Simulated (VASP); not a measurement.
# LiBeS3 (P4mm) in VASP: notebook, part 3 of 3

VASP 6.6.1. The steps go on from the part before.

## 5. Relaxation of cell and atoms, PBE

This run uses another cell than the first one, of 18.98 Å³/atom, 0.980 times its volume.

Contents of INCAR:

```
  PREC = Accurate
  ENCUT = 600
  EDIFF = 1E-6
  ISMEAR = 0
  SIGMA = 0.1
  LREAL = F
  LASPH = T
  NELM = 100
  ALGO = Normal
  ISIF = 3
  LWAVE = F
  LCHARG = F
  GGA = PE
  IBRION = 2
  NSW = 90
  EDIFFG = -0.04
```

Contents of KPOINTS:

```
regular mesh
0
Gamma
  6 6 4
```

Contents of POSCAR:

```
LiBeS3
1.0
    3.6046164348      0.0000000000      0.0000000000
    0.0000000000      3.6046164348      0.0000000000
    0.0000000000      0.0000000000      7.3022607336
Li Be S
1 1 3
Direct
    0.5000000000      0.5000000000      0.6598240255
    0.0000000000      0.0000000000      0.9590699186
    0.5000000000      0.0000000000      0.1484284112
    0.0000000000      0.5000000000      0.1484284112
    0.0000000000      0.0000000000      0.6924512535
```

Potentials or basis: VASP PAW PBE potentials, release 64 (Li_sv, Be, S).

Run with:

```
$ cat potpaw_PBE.64/Li_sv/POTCAR potpaw_PBE.64/Be/POTCAR potpaw_PBE.64/S/POTCAR > POTCAR
$ mpirun -np 1 vasp_std > vasp.out
```

OUTCAR:

```text
PREC = Accurate
   ENCUT = 600
   EDIFF = 1E-6
   ISMEAR = 0
   LREAL = F
   LASPH = T
   NELM = 100
   ISIF = 3
   GGA = PE
   IBRION = 2
   NSW = 90
   EDIFFG = -0.04

 ion  position               nearest neighbor table
   1  0.500  0.500  0.660-   5 2.56   5 2.56   5 2.56   5 2.56
   2  0.000  0.000  0.959-   5 1.95   4 2.27   3 2.27   4 2.27   3 2.27
   3  0.500  0.000  0.148-   2 2.27   2 2.27   4 2.55   4 2.55   4 2.55   4 2.55
   4  0.000  0.500  0.148-   2 2.27   2 2.27   3 2.55   3 2.55   3 2.55   3 2.55
   5  0.000  0.000  0.692-   2 1.95   1 2.56   1 2.56   1 2.56   1 2.56

  LATTYP: Found a simple tetragonal cell.
 ALAT       =     3.6046164348
 C/A-ratio  =     2.0258079787

  Lattice vectors:

 A1 = (   3.6046164348,   0.0000000000,   0.0000000000)
 A2 = (   0.0000000000,   3.6046164348,   0.0000000000)
 A3 = (   0.0000000000,   0.0000000000,   7.3022607336)

Analysis of symmetry for initial positions (statically):
=====================================================================
 Subroutine PRICEL returns:
 Original cell was already a primitive cell.

 Routine SETGRP: Setting up the symmetry group for a
 simple tetragonal supercell.

 Subroutine GETGRP returns: Found  8 space group operations
 (whereof  8 operations were pure point group operations)
 out of a pool of 16 trial point group operations.

The static configuration has the point symmetry C_4v.

Analysis of symmetry for dynamics (positions and initial velocities):
=====================================================================
 Subroutine PRICEL returns:
[... 242 lines left out ...]

 number of electron      22.9999990 magnetization

 Free energy of the ion-electron system (eV)
  ---------------------------------------------------
  ext. energy  EPLUGINS =         0.00000000
  ---------------------------------------------------
  free energy    TOTEN  =       -20.14616921 eV

  energy without entropy =      -20.13439197  energy(sigma->0) =      -20.14028059

 E-fermi :   2.7510     XC(G=0):  -8.5471

 val. band max:        2.6931671812   @ k =   0.3333   0.0000   0.0000
 cond. band min:       2.7589568181   @ k =   0.3333   0.0000   0.5000
 fundamental gap:      0.0657896369
 Fermi energy:         2.7509672027

 k-point     1 :       0.0000    0.0000    0.0000
  band No.  band energies     occupation
      1     -42.2767      2.00000
      2     -13.1349      2.00000
      3      -8.8890      2.00000
      4      -6.6542      2.00000
      5      -2.7595      2.00000
      6      -2.4554      2.00000
      7      -2.4554      2.00000
      8       0.4423      2.00000
      9       2.3415      2.00000
     10       2.3415      2.00000
     11       2.8398      0.20904
     12       5.1081      0.00000
     13       5.1081      0.00000
     14       5.2320      0.00000
[... 401 lines left out ...]
      2     -10.9741      2.00000
      3     -10.7221      2.00000
      4      -8.5309      2.00000
      5      -1.0399      2.00000
      6      -0.7693      2.00000
      7      -0.5111      2.00000
      8       0.3796      2.00000
      9       0.5299      2.00000
     10       0.6833      2.00000
     11       0.7048      2.00000
     12       1.4166      2.00000
     13       2.8854      0.05733
     14       6.5401      0.00000
     15       9.3920      0.00000

 [... further k-points ...]
[... 5 lines left out ...]
  --------------------------------------------------------------------------------------
  -------------------------------------------------------------------------------------
  Total       -0.0029594     -0.0029594     -0.0617548      0.0000000     -0.0000000      0.0000000
  in kB       -0.0500531     -0.0500531     -1.0444825      0.0000000     -0.0000000      0.0000000
  external PRESSURE =      -0.3815296 kB  Pullay stress =       0.0000000 kB
[... 20 lines left out ...]
  FREE ENERGIE OF THE ION-ELECTRON SYSTEM (eV)
  ---------------------------------------------------
  free  energy   TOTEN  =       -20.1461692115 eV

  energy  without entropy=      -20.1343919726  energy(sigma->0) =      -20.14028059

 reached required accuracy - stopping structural energy minimisation
```

CONTCAR:

```text
LiBeS3
   1.00000000000000
     3.6005832874267725    0.0000000000000000    0.0000000000000000
     0.0000000000000000    3.6005832874267725    0.0000000000000000
     0.0000000000000000    0.0000000000000000    7.3069221142338590
  Li              Be              S
     1     1     3
Direct
     0.5000000000000000    0.5000000000000000    0.6597884747731909
     0.0000000000000000    0.0000000000000000    0.9599025934134859
     0.5000000000000000    0.0000000000000000    0.1482441635293240
     0.0000000000000000    0.5000000000000000    0.1482441635293240
     0.0000000000000000    0.0000000000000000    0.6920226247546825

  0.00000000E+00  0.00000000E+00  0.00000000E+00
  0.00000000E+00  0.00000000E+00  0.00000000E+00
  0.00000000E+00  0.00000000E+00  0.00000000E+00
  0.00000000E+00  0.00000000E+00  0.00000000E+00
  0.00000000E+00  0.00000000E+00  0.00000000E+00
```

Run time: 2.3 min. Hardware: 1 thread of Intel Xeon Platinum 8259CL at 2.50GHz (Skylake/Cascade Lake), shared host; peak memory 0.25 GiB.

What came out:

* Free energy: -20.1462 eV
* Relaxed volume: 18.95 Å³/atom
* Relaxed cell: a = 3.601 Å, b = 3.601 Å, c = 7.307 Å, α = 90.00°, β = 90.00°, γ = 90.00°
* Space group after relaxing (to 0.05 Å): P4mm (No. 99)
* Energy gained by relaxing: 0.2 meV/atom
* Ionic steps: 3
* Pressure after relaxing: 0.0 GPa
* Largest force after relaxing: 0.035 eV/Å

Forces on the atoms (eV/Å):
```
Li   0.000  0.000 -0.010
Be   0.000  0.000  0.011
S    0.000  0.000 -0.018
S    0.000  0.000 -0.018
S    0.000  0.000  0.035
```

Step by step:
```
step  energy change (eV)  largest force (eV/Å)  pressure (GPa)  volume (Å³)
   1              0.0000                0.1397           -0.10        94.88
   2             -0.0008                0.0466           -0.03        94.71
   3             -0.0008                0.0353           -0.04        94.73
```

Final structure:
```
CELL_PARAMETERS angstrom
3.60058 0.00000 0.00000
0.00000 3.60058 0.00000
0.00000 0.00000 7.30692
ATOMIC_POSITIONS crystal
Li 0.50000 0.50000 0.65979
Be 0.00000 0.00000 0.95990
S 0.50000 0.00000 0.14824
S 0.00000 0.50000 0.14824
S 0.00000 0.00000 0.69202
```

Levels at points of the mesh, in eV from the Fermi level:
```tsv
k point	band 9	band 10	band 11	band 12	band 13	band 14
(0.00, 0.00, 0.00)	-0.41	-0.41	0.09	2.36	2.36	2.48
(0.50, 0.00, 0.00)	-2.39	-2.22	-1.57	-1.34	0.15	4.98
(0.50, 0.50, 0.00)	-2.11	-2.11	-2.09	3.86	4.00	4.30
(0.00, 0.00, 0.50)	-0.43	-0.43	0.08	2.36	2.36	2.45
(0.50, 0.00, 0.50)	-2.22	-2.07	-2.05	-1.33	0.13	3.79
(0.50, 0.50, 0.50)	-2.00	-1.82	-1.82	3.41	4.00	4.08
```

Caveat: the cutoff is under 1.25 times the usual one of these potentials, so pressure, stress and relaxed cells hold a basis-set (Pulay) error.

## 6. Overview

| task | cell | k mesh | cutoff (eV) | gap on the mesh (eV) | pressure (GPa) | relaxed volume (Å³/atom) | largest force (eV/Å) |
| --- | --- | --- | --- | --- | --- | --- | --- |
| single point | a = 3.599, b = 3.599, c = 7.477 Å, 5 atoms | 10 × 10 × 6 | 520 | none | - | - | 0.01 |
| relaxation of cell and atoms | relaxed from a = 3.602, b = 3.602, c = 7.350 Å, 5 atoms | 10 × 10 × 6 | 600 | none | 0.0 | 19.02 | 0.01 |
| single point | a = 3.602, b = 3.602, c = 7.350 Å, 5 atoms | 6 × 6 × 4 | 520 | none | - | - | 0.01 |
| relaxation of cell and atoms | relaxed from a = 3.605, b = 3.605, c = 7.302 Å, 5 atoms | 6 × 6 × 4 | 600 | none | 0.0 | 18.95 | 0.04 |

Alike in all rows: level PBE; potentials or basis VASP PAW PBE potentials, release 64 (Li_sv, Be, S); no spin polarisation; smearing gaussian 0.1 eV.

Caveats: the cutoff is under 1.25 times the usual one of these potentials, so pressure, stress and relaxed cells hold a basis-set (Pulay) error.

Absolute energies hang on the potentials; compare differences alone.
